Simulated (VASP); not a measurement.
# Ti12S in VASP: single point with PBE

Aim: the single point of Ti12S with PBE.

Program: VASP 6.6.1. These are calculated values, not measurements. Logs are shortened: lines on timing, memory, paths and dates and some standing lists are left out, and cuts for length are marked.

## 1. The cell of the first run

The cell holds a slab with vacuum, 13 atoms: a = 5.815 Å, b = 5.815 Å, c = 19.306 Å, α = 90.00°, β = 90.00°, γ = 90.00°.

## 2. Single point, PBE

Contents of INCAR:

```
SYSTEM = Ti12S
PREC     = Accurate       ! precision mode
ENCUT    = 520            ! plane-wave cutoff, eV
EDIFF    = 1E-6           ! SCF threshold, eV
ISMEAR   = 0              ! smearing method
SIGMA    = 0.1            ! smearing width, eV
LREAL    = .FALSE.        ! projectors in reciprocal space
LASPH    = .TRUE.         ! aspherical terms in the spheres
NELM     = 60             ! most SCF steps
ALGO     = Normal         ! electronic algorithm
ISIF     = 2              ! what is computed and relaxed
LWAVE    = .FALSE.        ! write WAVECAR
LCHARG   = .TRUE.         ! write CHGCAR
LDIPOL   = .TRUE.       
IDIPOL   = 3            
DIPOL    = 0.5 0.5 0.320
GGA      = PE             ! functional
LELF     = .TRUE.         ! ELF
LVHAR    = .TRUE.       
LVACPOTAV= .TRUE.       
NBANDS   = 87             ! bands
```

Contents of KPOINTS:

```
regular mesh
0
G
  5 5 1
  0 0 0
```

Contents of POSCAR:

```
Ti12S
1.0
    5.8150893847      0.0000000000      0.0000000000
    0.0000000000      5.8150893847      0.0000000000
    0.0000000000      0.0000000000     19.3059825527
Ti S
12 1
Direct
    0.2500000000      0.2500000000      0.2071896620
    0.2500000000      0.7500000000      0.2071896620
    0.7500000000      0.2500000000      0.2071896620
    0.7500000000      0.7500000000      0.2071896620
    0.0000000000      0.0000000000      0.3057583567
    0.0000000000      0.5000000000      0.3057583567
    0.5000000000      0.0000000000      0.3057583567
    0.5000000000      0.5000000000      0.3057583567
    0.2500000000      0.2500000000      0.4043297217
    0.2500000000      0.7500000000      0.4043297217
    0.7500000000      0.2500000000      0.4043297217
    0.7500000000      0.7500000000      0.4043297217
    0.3333333333      0.5000000000      0.4970130708
```

Potentials or basis: VASP PAW PBE potentials, release 64 (Ti_sv, S).

Run with:

```console
$ cat potpaw_PBE.64/Ti_sv/POTCAR potpaw_PBE.64/S/POTCAR > POTCAR
$ mpirun -np 1 vasp_std > vasp.out
```

OUTCAR:

```text
SYSTEM = Ti12S
   PREC = Accurate
   ENCUT = 520
   EDIFF = 1E-6
   ISMEAR = 0
   LREAL = .FALSE.
   LASPH = .TRUE.
   NELM = 60
   ISIF = 2
   GGA = PE

 ion  position               nearest neighbor table
   1  0.250  0.250  0.207-   5 2.80   6 2.80   7 2.80   8 2.80   2 2.91   3 2.91   2 2.91   3 2.91

   2  0.250  0.750  0.207-   5 2.80   6 2.80   7 2.80   8 2.80   1 2.91   4 2.91   1 2.91   4 2.91

   3  0.750  0.250  0.207-   5 2.80   6 2.80   7 2.80   8 2.80   1 2.91   4 2.91   4 2.91   1 2.91
[... 4 lines left out ...]
                             6 2.91   7 2.91   6 2.91   7 2.91
   6  0.000  0.500  0.306-   1 2.80   2 2.80   3 2.80   4 2.80   9 2.80  10 2.80  11 2.80  12 2.80
                             5 2.91   8 2.91   5 2.91   8 2.91
   7  0.500  0.000  0.306-   1 2.80   2 2.80   3 2.80   4 2.80   9 2.80  10 2.80  11 2.80  12 2.80
                             5 2.91   8 2.91   8 2.91   5 2.91
   8  0.500  0.500  0.306-   1 2.80   2 2.80   3 2.80   4 2.80   9 2.80  10 2.80  11 2.80  12 2.80
                             6 2.91   7 2.91   7 2.91   6 2.91
   9  0.250  0.250  0.404-  13 2.36   6 2.80   7 2.80   8 2.80   5 2.80  11 2.91  10 2.91  10 2.91
                            11 2.91
  10  0.250  0.750  0.404-  13 2.36   6 2.80   7 2.80   8 2.80   5 2.80  12 2.91   9 2.91   9 2.91
                            12 2.91
  11  0.750  0.250  0.404-   5 2.80   6 2.80   7 2.80   8 2.80   9 2.91  12 2.91  12 2.91   9 2.91

  12  0.750  0.750  0.404-   5 2.80   6 2.80   7 2.80   8 2.80  10 2.91  11 2.91  11 2.91  10 2.91

  13  0.333  0.500  0.497-   9 2.36  10 2.36

  LATTYP: Found a simple tetragonal cell.
 ALAT       =     5.8150893847
 C/A-ratio  =     3.3199803607

  Lattice vectors:

 A1 = (   5.8150893847,   0.0000000000,   0.0000000000)
 A2 = (   0.0000000000,   5.8150893847,   0.0000000000)
 A3 = (   0.0000000000,   0.0000000000,  19.3059825527)

Analysis of symmetry for initial positions (statically):
=====================================================================
 Subroutine PRICEL returns:
 Original cell was already a primitive cell.

 Routine SETGRP: Setting up the symmetry group for a
 simple tetragonal supercell.

 Subroutine GETGRP returns: Found  2 space group operations
 (whereof  2 operations were pure point group operations)
 out of a pool of 16 trial point group operations.

The static configuration has the point symmetry C_1h.

Analysis of symmetry for dynamics (positions and initial velocities):
=====================================================================
 Subroutine PRICEL returns:
 Original cell was already a primitive cell.

 Routine SETGRP: Setting up the symmetry group for a
 simple tetragonal supercell.

 Subroutine GETGRP returns: Found  2 space group operations
 (whereof  2 operations were pure point group operations)
 out of a pool of 16 trial point group operations.

The dynamic configuration has the point symmetry C_1h.

 Subroutine INISYM returns: Found  2 space group operations
 (whereof  2 operations are pure point group operations),
 and found     1 'primitive' translations

----------------------------------------------------------------------------------------

                                     Primitive cell

  volume of cell :     652.8369

  direct lattice vectors                    reciprocal lattice vectors
     5.815089385  0.000000000  0.000000000     0.171966402  0.000000000  0.000000000
     0.000000000  5.815089385  0.000000000     0.000000000  0.171966402  0.000000000
     0.000000000  0.000000000 19.305982553     0.000000000  0.000000000  0.051797416

  length of vectors
     5.815089385  5.815089385 19.305982553     0.171966402  0.171966402  0.051797416

  position of ions in fractional coordinates (direct lattice)
     0.250000000  0.250000000  0.207189662
     0.250000000  0.750000000  0.207189662
     0.750000000  0.250000000  0.207189662
     0.750000000  0.750000000  0.207189662
     0.000000000  0.000000000  0.305758357
     0.000000000  0.500000000  0.305758357
     0.500000000  0.000000000  0.305758357
     0.500000000  0.500000000  0.305758357
     0.250000000  0.250000000  0.404329722
     0.250000000  0.750000000  0.404329722
     0.750000000  0.250000000  0.404329722
     0.750000000  0.750000000  0.404329722
     0.333333333  0.500000000  0.497013071

  ion indices of the primitive-cell ions
   primitive index   ion index
[... 32 lines left out ...]
  Shift w.r.t. Gamma in fractional coordinates (k-lattice)
     0.000000000  0.000000000  0.000000000

 Subroutine IBZKPT returns following result:
 ===========================================

 Found      9 irreducible k-points:

 Following reciprocal coordinates:
            Coordinates               Weight
  0.000000  0.000000  0.000000      1.000000
  0.200000  0.000000  0.000000      2.000000
  0.000000  0.200000  0.000000      2.000000
  0.400000  0.000000  0.000000      2.000000
  0.000000  0.400000  0.000000      2.000000
  0.200000  0.200000  0.000000      4.000000
  0.400000  0.200000  0.000000      4.000000
 -0.200000  0.400000  0.000000      4.000000
  0.400000  0.400000  0.000000      4.000000
   k-points           NKPTS =      9   k-points in BZ     NKDIM =      9   number of bands    NBANDS=     87
   number of dos      NEDOS =    301   number of ions     NIONS =     13
   total plane-waves  NPLWV = 331776
   dimension x,y,z NGX =    48 NGY =   48 NGZ =  144
   dimension x,y,z NGXF=    96 NGYF=   96 NGZF=  288
   ions per type =              12   1
   NGX,Y,Z   is equivalent  to a cutoff of  13.72, 13.72, 12.40 a.u.
   NGXF,Y,Z  is equivalent  to a cutoff of  27.45, 27.45, 24.80 a.u.
 SYSTEM =  Ti12S
   PREC   = accura    normal or accurate (medium, high low for compatibility)
   ISTART =      0    job   : 0-new  1-cont  2-samecut
   ICHARG =      2    charge: 1-file 2-atom 10-const
   ISPIN  =      1    spin polarized calculation?
   LNONCOLLINEAR =      F non collinear calculations
   LSORBIT =      F    spin-orbit coupling
   LASPH  =      T    aspherical Exc in radial PAW
   ENCUT  =  520.0 eV  38.22 Ry    6.18 a.u.  10.81 10.81 35.90*2*pi/ulx,y,z
   NELM   =     60;   NELMIN=  2; NELMDL= -5     # of ELM steps
   EDIFF  = 0.1E-05   stopping-criterion for ELM
   LREAL  =      F    real-space projection
   EDIFFG = 0.1E-04   stopping-criterion for IOM
   NSW    =      0    number of steps for IOM
   IBRION =     -1    ionic relax: 0-MD 1-quasi-New 2-CG
   NFREE  =      0    steps in history (QN), initial steepest desc. (CG)
   ISIF   =      2    stress and relaxation
   ISYM   =      2    0-nonsym 1-usesym 2-fastsym
   POTIM  = 0.5000    time-step for ionic-motion
   TEBEG  =    0.0;   TEEND  =   0.0 temperature during run
   PSTRESS=    0.0 pullay stress
   NELECT =     150.0000    total number of electrons
   NUPDOWN=      -1.0000    fix difference up-down
   EMIN   =  10.00;   EMAX   =-10.00  energy-range for DOS
   EFERMI =   0.00;   METHOD = LEGACY
   ISMEAR =     0;   SIGMA  =   0.10  broadening in eV -4-tet -1-fermi 0-gaus
   EFERMI_NEDOS =   21; number of points for ismear=-14 and -15
   IALGO  =     38    algorithm
   IMIX   =      4    mixing-type and parameters
     AMIX     =   0.40;   BMIX     =  1.00
     AMIX_MAG =   1.60;   BMIX_MAG =  1.00
  volume/ion in A,a.u.               =      50.22       338.89
  Fermi-wavevector in a.u.,A,eV,Ry     =   1.002698  1.894825 13.679355  1.005404
  Thomas-Fermi vector in A             =   2.135203
   LORBIT       =      0    0 simple, 1 ext, 2 COOP (PROOUT), +10 PAW based schemes
   GGA     = PE    functional components
   LHFCALC =     F    Hartree Fock is set to
   AEXX    =    0.0000 exact exchange contribution
   IVDW    =     0    specifies the selected vdW correction
   LEPSILON=     F    determine dielectric tensor
   LRPA    =     F    only Hartree local field effects (RPA)
 non-spin polarized calculation
 Gauss-broadening in eV      SIGMA  =   0.10
  energy-cutoff  :      520.00
  volume of cell :      652.84
 maximum number of plane-waves:     17596
 NGX is ok and might be reduce to    48
   NGX = 21   NGY = 21   NGZ = 71

 dipolmoment           0.000000      0.000000     -0.002529 electrons x Angstroem

 number of electron     150.0000053 magnetization

 dipolmoment           0.000000      0.000000      0.146325 electrons x Angstroem

 Free energy of the ion-electron system (eV)
  ---------------------------------------------------
  ext. energy  EPLUGINS =         0.00000000
  ---------------------------------------------------
  free energy    TOTEN  =       -93.51038069 eV

  energy without entropy =      -93.36048558  energy(sigma->0) =      -93.43543313

 E-fermi :   0.1884     XC(G=0):  -4.9175

 val. band max:        0.1774499445   @ k =   0.0000   0.4000   0.0000
 cond. band min:       0.1930718163   @ k =   0.4000   0.2000   0.0000
 fundamental gap:      0.0156218718
 Fermi energy:         0.1883993621

 k-point     1 :       0.0000    0.0000    0.0000
  band No.  band energies     occupation
      1     -56.7168      2.00000
      2     -56.6713      2.00000
      3     -56.6021      2.00000
      4     -56.5705      2.00000
      5     -56.5519      2.00000
      6     -56.5434      2.00000
[... 799 lines left out ...]
     86       1.0980      0.00000
     87       1.1612      0.00000

------------------------ aborting loop because EDIFF is reached ----------------------------------------

  FORCE on cell =-STRESS in cart. coord.  units (eV):
  Direction    XX          YY          ZZ          XY          YZ          ZX
  --------------------------------------------------------------------------------------
  -------------------------------------------------------------------------------------
  Total       -4.7499076     -3.0643161      1.6993742      0.0000000      0.0000000      1.0560951
  in kB      -11.6571141     -7.5203740      4.1705651      0.0000000      0.0000000      2.5918444
  external PRESSURE =      -5.0023077 kB  Pullay stress =       0.0000000 kB

 VOLUME and BASIS-vectors are now :
 -----------------------------------------------------------------------------
  energy-cutoff  :      520.00
  volume of cell :      652.84
      direct lattice vectors                 reciprocal lattice vectors
     5.815089385  0.000000000  0.000000000     0.171966402  0.000000000  0.000000000
     0.000000000  5.815089385  0.000000000     0.000000000  0.171966402  0.000000000
     0.000000000  0.000000000 19.305982553     0.000000000  0.000000000  0.051797416

 POSITION                                       TOTAL-FORCE (eV/Angst)
 -----------------------------------------------------------------------------------
      1.45377      1.45377      4.00000         0.013018     -0.002742      0.048044
      1.45377      4.36132      4.00000         0.013018      0.002742      0.048044
      4.36132      1.45377      4.00000        -0.013584      0.014877      0.096442
      4.36132      4.36132      4.00000        -0.013584     -0.014877      0.096442
      0.00000      0.00000      5.90297        -0.066816      0.000000     -0.334762
      0.00000      2.90754      5.90297        -0.037921      0.000000     -0.249577
      2.90754      0.00000      5.90297         0.093856      0.000000     -0.309055
      2.90754      2.90754      5.90297         0.020507      0.000000     -0.614260
      1.45377      1.45377      7.80598        -0.088848      0.160576      0.389208
      1.45377      4.36132      7.80598        -0.088848     -0.160576      0.389208
      4.36132      1.45377      7.80598        -0.214439     -0.149162      0.216880
      4.36132      4.36132      7.80598        -0.214439      0.149162      0.216880
      1.93836      2.90754      9.59533         0.598080      0.000000      0.006507
 -----------------------------------------------------------------------------------
    total drift:                               -0.000090     -0.000000      0.001180

  FREE ENERGIE OF THE ION-ELECTRON SYSTEM (eV)
  ---------------------------------------------------
  free  energy   TOTEN  =       -93.5103806855 eV

  energy  without entropy=      -93.3604855754  energy(sigma->0) =      -93.43543313

 vacuum level on the upper side and lower side of the slab         4.813         4.029
```

It took 17 min on 1 thread of Intel Xeon 6975P-C (Granite Rapids), shared host; peak memory 0.85 GiB.

Results:

```yaml
Free_energy: -93.5104 eV
Largest_force: 0.615 eV/Å
Band_gap_on_the_k_mesh: zero (bands 75 and 76 overlap by 0.19 eV)
```

Forces on the atoms (eV/Å):
```
Ti   0.013 -0.003  0.048
Ti   0.013  0.003  0.048
Ti  -0.014  0.015  0.096
Ti  -0.014 -0.015  0.096
Ti  -0.067  0.000 -0.335
Ti  -0.038  0.000 -0.250
Ti   0.094  0.000 -0.309
Ti   0.021  0.000 -0.614
Ti  -0.089  0.161  0.389
Ti  -0.089 -0.161  0.389
Ti  -0.214 -0.149  0.217
Ti  -0.214  0.149  0.217
S    0.598  0.000  0.007
```
